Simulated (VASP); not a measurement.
# SiO2 (P4_32_12) in VASP: a series of runs

SiO2 is run at these levels: r2SCAN; tasks: single point.

Everything below comes from runs of VASP 6.6.1. Logs are shortened: lines on timing, memory, paths and dates and some standing lists are left out, and cuts for length are marked.

### Step 1. The cell of the first run

It takes space group P4_32_12 (No. 96, tetragonal). Conventional cell: a = 4.597 Å, b = 4.597 Å, c = 6.089 Å, α = 90.00°, β = 90.00°, γ = 90.00°. Si (site symmetry 2) has 4 O at 1.60 to 1.61 Å within 2.1 Å. O (site symmetry 1) has 2 Si at 1.60 to 1.61 Å within 2.1 Å.

### Step 2. Single point, r2SCAN

Input file POSCAR:

```
SiO2
1.0
    4.5974141045      0.0000000000      0.0000000000
    0.0000000000      4.5974141045      0.0000000000
    0.0000000000      0.0000000000      6.0892606596
Si O
4 8
Direct
    0.1594978313      0.1594978313      0.0000000000
    0.3405021687      0.6594978313      0.7500000000
    0.6594978313      0.3405021687      0.2500000000
    0.8405021687      0.8405021687      0.5000000000
    0.6813206687      0.7216190459      0.7180141035
    0.3186793313      0.2783809541      0.2180141035
    0.7216190459      0.6813206687      0.2819858965
    0.2216190459      0.8186793313      0.9680141035
    0.2783809541      0.3186793313      0.7819858965
    0.1813206687      0.7783809541      0.5319858965
    0.8186793313      0.2216190459      0.0319858965
    0.7783809541      0.1813206687      0.4680141035
```

Input file INCAR.step1:

```
ALGO = Normal
EDIFF = 1E-4
ENCUT = 520
GGA = PE
ISMEAR = 0
LASPH = True
LCHARG = False
LREAL = False
LWAVE = True
NBANDS = 44
NELM = 80
PREC = Accurate
SIGMA = 0.02
```

Input file INCAR.step2:

```
ALGO = Normal
EDIFF = 1E-6
ENCUT = 520
ISIF = 2
ISMEAR = 0
ISTART = 1
LASPH = True
LCHARG = False
LMIXTAU = True
LREAL = False
LWAVE = False
METAGGA = R2SCAN
NBANDS = 44
NELM = 80
PREC = Accurate
SIGMA = 0.02
```

Input file KPOINTS:

```
k-points
0
Gamma
  6 6 4
```

Potentials or basis: VASP PAW PBE potentials, release 64 (Si, O).

Command:

```console
cat potpaw_PBE.64/Si/POTCAR potpaw_PBE.64/O/POTCAR > POTCAR
cp INCAR.step1 INCAR
mpirun -np 1 vasp_std > vasp.out
cp INCAR.step2 INCAR
mpirun -np 1 vasp_std > vasp.out
```

OUTCAR:

```text
EDIFF = 1E-6
   ENCUT = 520
   ISIF = 2
   ISMEAR = 0
   ISTART = 1
   LASPH = True
   LREAL = False
   METAGGA = R2SCAN
   NELM = 80
   PREC = Accurate

 ion  position               nearest neighbor table
   1  0.159  0.159  0.000-   8 1.60  11 1.60   9 1.61   6 1.61   2 2.88   3 2.88   2 2.88   3 2.88

   2  0.341  0.659  0.750-   5 1.60   9 1.60   8 1.61  10 1.61   1 2.88   4 2.88   1 2.88   4 2.88

   3  0.659  0.341  0.250-   6 1.60   7 1.60  11 1.61  12 1.61   1 2.88   4 2.88   4 2.88   1 2.88

   4  0.841  0.841  0.500-  10 1.60  12 1.60   5 1.61   7 1.61   2 2.88   3 2.88   3 2.88   2 2.88

   5  0.681  0.722  0.718-   2 1.60   4 1.61
   6  0.319  0.278  0.218-   3 1.60   1 1.61
   7  0.722  0.681  0.282-   3 1.60   4 1.61
   8  0.222  0.819  0.968-   1 1.60   2 1.61
   9  0.278  0.319  0.782-   2 1.60   1 1.61
  10  0.181  0.778  0.532-   4 1.60   2 1.61
  11  0.819  0.222  0.032-   1 1.60   3 1.61
  12  0.778  0.181  0.468-   4 1.60   3 1.61

  LATTYP: Found a simple tetragonal cell.
 ALAT       =     4.5974141045
 C/A-ratio  =     1.3244968848

  Lattice vectors:

 A1 = (   4.5974141045,   0.0000000000,   0.0000000000)
 A2 = (   0.0000000000,   4.5974141045,   0.0000000000)
 A3 = (   0.0000000000,   0.0000000000,   6.0892606596)

Analysis of symmetry for initial positions (statically):
=====================================================================
 Subroutine PRICEL returns:
 Original cell was already a primitive cell.

 Routine SETGRP: Setting up the symmetry group for a
 simple tetragonal supercell.

 Subroutine GETGRP returns: Found  8 space group operations
 (whereof  2 operations were pure point group operations)
 out of a pool of 16 trial point group operations.

The static configuration has the point symmetry C_2 .
 The point group associated with its full space group is D_4 .

Analysis of symmetry for dynamics (positions and initial velocities):
=====================================================================
 Subroutine PRICEL returns:
 Original cell was already a primitive cell.

 Routine SETGRP: Setting up the symmetry group for a
 simple tetragonal supercell.

 Subroutine GETGRP returns: Found  8 space group operations
 (whereof  2 operations were pure point group operations)
 out of a pool of 16 trial point group operations.

The dynamic configuration has the point symmetry C_2 .
[... 129 lines left out ...]
   TEBEG  =    0.0;   TEEND  =   0.0 temperature during run
   PSTRESS=    0.0 pullay stress
   NELECT =      64.0000    total number of electrons
   NUPDOWN=      -1.0000    fix difference up-down
   EMIN   =  10.00;   EMAX   =-10.00  energy-range for DOS
   EFERMI =   0.00;   METHOD = LEGACY
   ISMEAR =     0;   SIGMA  =   0.02  broadening in eV -4-tet -1-fermi 0-gaus
   EFERMI_NEDOS =   21; number of points for ismear=-14 and -15
   IALGO  =     38    algorithm
   IMIX   =      4    mixing-type and parameters
     AMIX     =   0.40;   BMIX     =  1.00
     AMIX_MAG =   1.60;   BMIX_MAG =  1.00
  volume/ion in A,a.u.               =      10.73        72.38
  Fermi-wavevector in a.u.,A,eV,Ry     =   1.296993  2.450961 22.887587  1.682190
  Thomas-Fermi vector in A             =   2.428414
   LORBIT       =      0    0 simple, 1 ext, 2 COOP (PROOUT), +10 PAW based schemes
   METAGGA = R2SCAN    functional components
   LHFCALC =     F    Hartree Fock is set to
   AEXX    =    0.0000 exact exchange contribution
   IVDW    =     0    specifies the selected vdW correction
   LEPSILON=     F    determine dielectric tensor
   LRPA    =     F    only Hartree local field effects (RPA)
 non-spin polarized calculation
 Gauss-broadening in eV      SIGMA  =   0.02
  energy-cutoff  :      520.00
  volume of cell :      128.70
 maximum number of plane-waves:      3504
 NGX is ok and might be reduce to    36
   NGX = 17   NGY = 17   NGZ = 23

 number of electron      64.0000057 magnetization

 Free energy of the ion-electron system (eV)
  ---------------------------------------------------
  ext. energy  EPLUGINS =         0.00000000
  ---------------------------------------------------
  free energy    TOTEN  =      -118.15034406 eV

  energy without entropy =     -118.15034406  energy(sigma->0) =     -118.15034406

 E-fermi :   2.3548     XC(G=0): -10.6953

 val. band max:        2.2595154423   @ k =   0.0000   0.0000   0.0000
 cond. band min:       9.1244930693   @ k =   0.0000   0.0000   0.0000
 fundamental gap:      6.8649776271
 Fermi energy:         2.3547773947

 k-point     1 :       0.0000    0.0000    0.0000
  band No.  band energies     occupation
      1     -18.7650      2.00000
      2     -17.5679      2.00000
      3     -17.5679      2.00000
      4     -16.3769      2.00000
      5     -16.3295      2.00000
      6     -16.3295      2.00000
[... 1117 lines left out ...]
     43      15.1896      0.00000
     44      15.1985      0.00000

 [... further k-points ...]

------------------------ aborting loop because EDIFF is reached ----------------------------------------

  FORCE on cell =-STRESS in cart. coord.  units (eV):
  Direction    XX          YY          ZZ          XY          YZ          ZX
  --------------------------------------------------------------------------------------
  -------------------------------------------------------------------------------------
  Total        8.4064268      8.4064268      8.3143513      0.0000000     -0.0000000      0.0000000
  in kB      104.6478241    104.6478241    103.5016189      0.0000000     -0.0000000      0.0000000
  external PRESSURE =     104.2657557 kB  Pullay stress =       0.0000000 kB

 VOLUME and BASIS-vectors are now :
 -----------------------------------------------------------------------------
  energy-cutoff  :      520.00
  volume of cell :      128.70
      direct lattice vectors                 reciprocal lattice vectors
     4.597414105  0.000000000  0.000000000     0.217513580  0.000000000  0.000000000
     0.000000000  4.597414105  0.000000000     0.000000000  0.217513580  0.000000000
     0.000000000  0.000000000  6.089260660     0.000000000  0.000000000  0.164223550

 POSITION                                       TOTAL-FORCE (eV/Angst)
 -----------------------------------------------------------------------------------
      0.73328      0.73328      0.00000        -0.024795     -0.024795      0.000000
      1.56543      3.03198      4.56695         0.024795     -0.024795      0.000000
      3.03198      1.56543      1.52232        -0.024795      0.024795     -0.000000
      3.86414      3.86414      3.04463         0.024795      0.024795      0.000000
      3.13231      3.31758      4.37218         0.017045     -0.000945      0.007580
      1.46510      1.27983      1.32754        -0.017045      0.000945      0.007580
      3.31758      3.13231      1.71709        -0.000945      0.017045     -0.007580
      1.01887      3.76381      5.89449        -0.000945     -0.017045      0.007580
      1.27983      1.46510      4.76172         0.000945     -0.017045     -0.007580
      0.83361      3.57854      3.23940         0.017045      0.000945     -0.007580
      3.76381      1.01887      0.19477        -0.017045     -0.000945     -0.007580
      3.57854      0.83361      2.84986         0.000945      0.017045      0.007580
 -----------------------------------------------------------------------------------
    total drift:                                0.000001     -0.000001      0.000000

  FREE ENERGIE OF THE ION-ELECTRON SYSTEM (eV)
  ---------------------------------------------------
  free  energy   TOTEN  =      -118.1503440570 eV

  energy  without entropy=     -118.1503440570  energy(sigma->0) =     -118.15034406
```

OUTCAR.step1:

```text
EDIFF = 1E-4
   ENCUT = 520
   GGA = PE
   ISMEAR = 0
[... 1396 lines left out ...]
      1.27983      1.46510      4.76172         0.069066     -0.233312     -0.326952
      0.83361      3.57854      3.23940         0.233312      0.069066     -0.326952
      3.76381      1.01887      0.19477        -0.233312     -0.069066     -0.326952
      3.57854      0.83361      2.84986         0.069066      0.233312      0.326952
 -----------------------------------------------------------------------------------
    total drift:                                0.000001     -0.000001      0.000000

  FREE ENERGIE OF THE ION-ELECTRON SYSTEM (eV)
  ---------------------------------------------------
  free  energy   TOTEN  =       -93.3657800612 eV

  energy  without entropy=      -93.3657800612  energy(sigma->0) =      -93.36578006
```

OSZICAR.step1:

```text
N       E                     dE             d eps       ncg     rms          rms(c)
DAV:   1     0.351427486318E+03    0.35143E+03   -0.34566E+04  2640   0.138E+03
DAV:   2    -0.838482923767E+02   -0.43528E+03   -0.42264E+03  3316   0.315E+02
DAV:   3    -0.105180424848E+03   -0.21332E+02   -0.21234E+02  3300   0.718E+01
DAV:   4    -0.105405676161E+03   -0.22525E+00   -0.22489E+00  3264   0.826E+00
DAV:   5    -0.105408920612E+03   -0.32445E-02   -0.32422E-02  3264   0.968E-01    0.296E+01
DAV:   6    -0.933337729495E+02    0.12075E+02   -0.43519E+01  3144   0.315E+01    0.145E+01
DAV:   7    -0.933531558933E+02   -0.19383E-01   -0.15649E+00  3184   0.538E+00    0.514E+00
DAV:   8    -0.933507218791E+02    0.24340E-02   -0.69285E-02  3184   0.174E+00    0.198E+00
DAV:   9    -0.933645313844E+02   -0.13810E-01   -0.29987E-02  2956   0.110E+00    0.336E-01
DAV:  10    -0.933657509832E+02   -0.12196E-02   -0.30148E-03  3272   0.271E-01    0.103E-01
DAV:  11    -0.933657800612E+02   -0.29078E-04   -0.48409E-04  2804   0.122E-01
   1 F= -.93365780E+02 E0= -.93365780E+02  d E =-.130346E-18
```

Wall time 10 min (1 thread of AMD EPYC 7R13, shared host); peak memory 0.32 GiB.

Results:

```
Free energy            : -118.1503 eV
Pressure               : 10.4 GPa
Largest force          : 0.035 eV/Å
Band gap on the k mesh : 6.87 eV
```

Forces in eV/Å, atoms in the order of the input:
```
Si  -0.025 -0.025  0.000
Si   0.025 -0.025  0.000
Si  -0.025  0.025  0.000
Si   0.025  0.025  0.000
O    0.017 -0.001  0.008
O   -0.017  0.001  0.008
O   -0.001  0.017 -0.008
O   -0.001 -0.017  0.008
O    0.001 -0.017 -0.008
O    0.017  0.001 -0.008
O   -0.017 -0.001 -0.008
O    0.001  0.017  0.008
```

Levels at points of the mesh, in eV from the valence-band top:
| k point | band 30 | band 31 | band 32 | band 33 | band 34 | band 35 |
| --- | --- | --- | --- | --- | --- | --- |
| (0.00, 0.00, 0.00) | -0.85 | -0.85 | 0.00 | 6.86 | 9.75 | 9.75 |
| (0.50, 0.00, 0.00) | -0.91 | -0.57 | -0.57 | 9.28 | 9.28 | 10.12 |
| (0.50, 0.50, 0.00) | -0.77 | -0.59 | -0.59 | 9.27 | 9.27 | 9.83 |
| (0.00, 0.00, 0.50) | -1.09 | -0.48 | -0.48 | 8.47 | 8.47 | 9.80 |
| (0.50, 0.00, 0.50) | -0.98 | -0.37 | -0.37 | 9.78 | 9.78 | 10.58 |
| (0.50, 0.50, 0.50) | -0.47 | -0.47 | -0.47 | 9.96 | 9.96 | 9.96 |

Caveat: the cell stands under pressure; the PAW data sets were made with another functional, which shifts forces and pressure a little. A k mesh can miss the band edges.

### Step 3. Single point, r2SCAN (equal strain along all axes, cell held: -3.0 %, then relaxed in part)

Input file POSCAR:

```
SiO2
1.0
    4.8321283862      0.0000000000      0.0000000000
    0.0000000000      4.8321283862      0.0000000000
    0.0000000000      0.0000000000      6.7130775682
Si O
4 8
Direct
    0.1838381415      0.1838381415      0.0000000000
    0.3161618585      0.6838381415      0.7500000000
    0.6838381415      0.3161618585      0.2500000000
    0.8161618585      0.8161618585      0.5000000000
    0.6366642765      0.7326699817      0.6936951274
    0.3633357235      0.2673300183      0.1936951274
    0.7326699817      0.6366642765      0.3063048726
    0.2326699817      0.8633357235      0.9436951274
    0.2673300183      0.3633357235      0.8063048726
    0.1366642765      0.7673300183      0.5563048726
    0.8633357235      0.2326699817      0.0563048726
    0.7673300183      0.1366642765      0.4436951274
```

Input file INCAR.step1:

```
SYSTEM = SiO2
ALGO     = Normal         ! electronic algorithm
EDIFF    = 1E-4           ! SCF threshold, eV
ENCUT    = 520            ! plane-wave cutoff, eV
GGA      = PE             ! functional
ISMEAR   = 0              ! smearing method
LASPH    = .TRUE.         ! aspherical terms in the spheres
LCHARG   = .FALSE.        ! write CHGCAR
LREAL    = .FALSE.        ! projectors in reciprocal space
LWAVE    = .TRUE.         ! write WAVECAR
NBANDS   = 44             ! bands
NELM     = 60             ! most SCF steps
PREC     = Accurate       ! precision mode
SIGMA    = 0.02           ! smearing width, eV
```

Input file INCAR.step2:

```
SYSTEM = SiO2
ALGO     = Normal         ! electronic algorithm
EDIFF    = 1E-6           ! SCF threshold, eV
ENCUT    = 520            ! plane-wave cutoff, eV
ISIF     = 2              ! what is computed and relaxed
ISMEAR   = 0              ! smearing method
ISTART   = 1            
LASPH    = .TRUE.         ! aspherical terms in the spheres
LCHARG   = .FALSE.        ! write CHGCAR
LMIXTAU  = .TRUE.       
LREAL    = .FALSE.        ! projectors in reciprocal space
LWAVE    = .FALSE.        ! write WAVECAR
METAGGA  = R2SCAN         ! meta-GGA
NBANDS   = 44             ! bands
NELM     = 60             ! most SCF steps
PREC     = Accurate       ! precision mode
SIGMA    = 0.02           ! smearing width, eV
```

Input file KPOINTS:

```
k-points
0
G
  6 6 4
  0 0 0
```

Potentials or basis: VASP PAW PBE potentials, release 64 (Si, O).

Command:

```console
cat potpaw_PBE.64/Si/POTCAR potpaw_PBE.64/O/POTCAR > POTCAR
cp INCAR.step1 INCAR
mpirun -np 1 vasp_std > vasp.out
cp INCAR.step2 INCAR
mpirun -np 1 vasp_std > vasp.out
```

Run time: 3.8 min. Hardware: 1 thread of Intel Xeon 6975P-C (Granite Rapids), shared host; peak memory 0.34 GiB.

The run converged. Its results:

```
Free energy            : -119.0632 eV
Pressure               : 2.0 GPa
Largest force          : 0.035 eV/Å
Band gap on the k mesh : 6.55 eV
```

Forces in eV/Å, atoms in the order of the input:
```
Si  -0.025 -0.025  0.000
Si   0.025 -0.025  0.000
Si  -0.025  0.025  0.000
Si   0.025  0.025  0.000
O    0.008 -0.005 -0.004
O   -0.008  0.005 -0.004
O   -0.005  0.008  0.004
O   -0.005 -0.008 -0.004
O    0.005 -0.008  0.004
O    0.008  0.005  0.004
O   -0.008 -0.005  0.004
O    0.005  0.008 -0.004
```

Stress tensor (GPa, compression positive):
```
2.31 0.00 0.00
0.00 2.31 0.00
0.00 0.00 1.38
```

Levels at points of the mesh, in eV from the valence-band top:
| k point | band 30 | band 31 | band 32 | band 33 | band 34 | band 35 |
| --- | --- | --- | --- | --- | --- | --- |
| (0.00, 0.00, 0.00) | -0.44 | -0.44 | 0.00 | 6.55 | 9.76 | 9.76 |
| (0.50, 0.00, 0.00) | -0.72 | -0.50 | -0.50 | 8.77 | 8.77 | 10.15 |
| (0.50, 0.50, 0.00) | -0.59 | -0.50 | -0.50 | 9.66 | 9.66 | 9.75 |
| (0.00, 0.00, 0.50) | -0.65 | -0.37 | -0.37 | 7.96 | 7.96 | 10.20 |
| (0.50, 0.00, 0.50) | -0.92 | -0.23 | -0.23 | 9.21 | 9.21 | 10.09 |
| (0.50, 0.50, 0.50) | -0.53 | -0.53 | -0.53 | 10.15 | 10.15 | 10.15 |

Caveat: the cell differs from its parent crystal (equal strain along all axes, cell held: -3.0 %, then relaxed in part); the PAW data sets were made with another functional, which shifts forces and pressure a little.

### Step 4. Single point, r2SCAN (equal strain along all axes, cell held: -1.5 %, then relaxed in part)

Input file POSCAR:

```
SiO2
1.0
    4.9068520210      0.0000000000      0.0000000000
    0.0000000000      4.9068520210      0.0000000000
    0.0000000000      0.0000000000      6.8168880461
Si O
4 8
Direct
    0.1905876465      0.1905876465      0.0000000000
    0.3094123535      0.6905876465      0.7500000000
    0.6905876465      0.3094123535      0.2500000000
    0.8094123535      0.8094123535      0.5000000000
    0.6231688598      0.7353632085      0.6876908232
    0.3768311402      0.2646367915      0.1876908232
    0.7353632085      0.6231688598      0.3123091768
    0.2353632085      0.8768311402      0.9376908232
    0.2646367915      0.3768311402      0.8123091768
    0.1231688598      0.7646367915      0.5623091768
    0.8768311402      0.2353632085      0.0623091768
    0.7646367915      0.1231688598      0.4376908232
```

Input file INCAR.step1:

```
ALGO = Normal
EDIFF = 1E-4
ENCUT = 520
GGA = PE
ISMEAR = 0
LASPH = True
LCHARG = False
LREAL = False
LWAVE = True
NBANDS = 44
NELM = 80
PREC = Accurate
SIGMA = 0.02
```

Input file INCAR.step2:

```
ALGO = Normal
EDIFF = 1E-6
ENCUT = 520
ISIF = 2
ISMEAR = 0
ISTART = 1
LASPH = True
LCHARG = False
LMIXTAU = True
LREAL = False
LWAVE = False
METAGGA = R2SCAN
NBANDS = 44
NELM = 80
PREC = Accurate
SIGMA = 0.02
```

Input file KPOINTS:

```
k-points
0
Gamma
  6 6 4
```

Command:

```console
cat potpaw_PBE.64/Si/POTCAR potpaw_PBE.64/O/POTCAR > POTCAR
cp INCAR.step1 INCAR
mpirun -np 1 vasp_std > vasp.out
cp INCAR.step2 INCAR
mpirun -np 1 vasp_std > vasp.out
```

It took 4.6 min on 1 thread of Intel Xeon 6975P-C (Granite Rapids), shared host; peak memory 0.36 GiB.

The run converged. Its results:

- Free energy: -119.1335 eV
- Pressure: 1.0 GPa
- Largest force: 0.031 eV/Å
- Band gap on the k mesh: 6.45 eV

Forces on the atoms (eV/Å):
```
Si  -0.022 -0.022  0.000
Si   0.022 -0.022  0.000
Si  -0.022  0.022  0.000
Si   0.022  0.022  0.000
O    0.003  0.000  0.000
O   -0.003  0.000  0.000
O    0.000  0.003  0.000
O    0.000 -0.003  0.000
O    0.000 -0.003  0.000
O    0.003  0.000  0.000
O   -0.003  0.000  0.000
O    0.000  0.003  0.000
```

Stress tensor (GPa, compression positive):
```
1.14 0.00 0.00
0.00 1.14 0.00
0.00 0.00 0.69
```

Levels at points of the mesh, in eV from the valence-band top:
```tsv
k point	band 30	band 31	band 32	band 33	band 34	band 35
(0.00, 0.00, 0.00)	-0.37	-0.37	0.00	6.45	9.71	9.71
(0.50, 0.00, 0.00)	-0.67	-0.51	-0.51	8.62	8.62	10.10
(0.50, 0.50, 0.00)	-0.59	-0.52	-0.52	9.56	9.56	9.73
(0.00, 0.00, 0.50)	-0.59	-0.38	-0.38	7.79	7.79	10.27
(0.50, 0.00, 0.50)	-0.93	-0.20	-0.20	9.05	9.05	9.86
(0.50, 0.50, 0.50)	-0.57	-0.57	-0.57	10.08	10.08	10.08
```

Caveat: the cell differs from its parent crystal (equal strain along all axes, cell held: -1.5 %, then relaxed in part); the PAW data sets were made with another functional, which shifts forces and pressure a little.

### Step 5. Summary

```csv
cell,gap on the mesh (eV),pressure (GPa),largest force (eV/Å)
"a = 4.597, b = 4.597, c = 6.089 Å, 12 atoms, atomic positions A",6.87,10.4,0.04
"a = 4.832, b = 4.832, c = 6.713 Å, 12 atoms, atomic positions B",6.55,2.0,0.03
"a = 4.907, b = 4.907, c = 6.817 Å, 12 atoms, atomic positions C",6.45,1.0,0.03
```

Alike in all rows: task single point; level r2SCAN; potentials or basis VASP PAW PBE potentials, release 64 (Si, O); no spin polarisation; k mesh 6 × 6 × 4; cutoff (eV) 520; smearing gaussian 0.02 eV.

Caveats: the PAW data sets were made with another functional, which shifts forces and pressure a little; the cell stands under pressure (at least some runs).

Total energies depend on the potentials used, so only differences within one code and one set of settings carry meaning.
